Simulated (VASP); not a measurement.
# BiTe: single point with PBE

The system is BiTe.

```
CELL_PARAMETERS angstrom
3.25119 3.25119 0.00000
-3.25119 3.25119 0.00000
0.00000 0.00000 6.30732
ATOMIC_POSITIONS crystal
Bi 0.00000 0.00000 0.00000
Bi 0.50000 0.50000 0.50000
Te 0.50000 0.50000 0.00000
Te 0.00000 0.00000 0.50000
```

This cell differs from its parent crystal: strain along c alone, the other axes held: -3.0 %.

* Program: VASP 6.6.1
* Task: single point
* Functional: PBE
* Potentials or basis: VASP PAW PBE potentials, release 64 (Bi_d, Te)
* Cutoff: 520 eV
* k mesh: 12 × 12 × 8
* Occupations: gaussian, width 0.1 eV
* Spin: no spin polarisation

```json
{"Pressure": "1.6 GPa", "Band gap on the k mesh": "zero (band 21 reaches 9.31 eV, above the bottom of band 22 at 5.98 eV)"}
```

Stress tensor (GPa, compression positive):
```
0.49 0.00 0.00
0.00 0.49 0.00
0.00 0.00 3.78
```

Levels at points of the mesh, in eV from the Fermi level:
| k point | band 19 | band 20 | band 21 | band 22 | band 23 | band 24 |
| --- | --- | --- | --- | --- | --- | --- |
| (0.00, 0.00, 0.00) | -2.44 | -2.44 | 1.97 | 1.97 | 2.16 | 2.70 |
| (0.50, 0.00, 0.00) | -2.22 | -2.22 | -0.01 | -0.01 | 0.07 | 0.07 |
| (0.50, 0.50, 0.00) | -3.86 | -3.86 | 2.23 | 2.23 | 3.34 | 3.34 |
| (0.00, 0.00, 0.50) | -2.59 | -2.59 | 0.88 | 0.88 | 2.59 | 2.59 |
| (0.50, 0.00, 0.50) | -1.54 | -1.54 | -0.84 | -0.84 | -0.67 | -0.67 |
| (0.50, 0.50, 0.50) | -1.47 | -1.47 | -0.15 | -0.15 | 3.82 | 3.82 |

It took 11 min on 1 thread of Oxide Virtual Turin-like Processor, with other jobs on the host, peak memory 0.53 GiB.

Caveat: the cell differs from its parent crystal (strain along c alone, the other axes held: -3.0 %); spin-orbit coupling is left out, which moves the levels of the heavy elements.
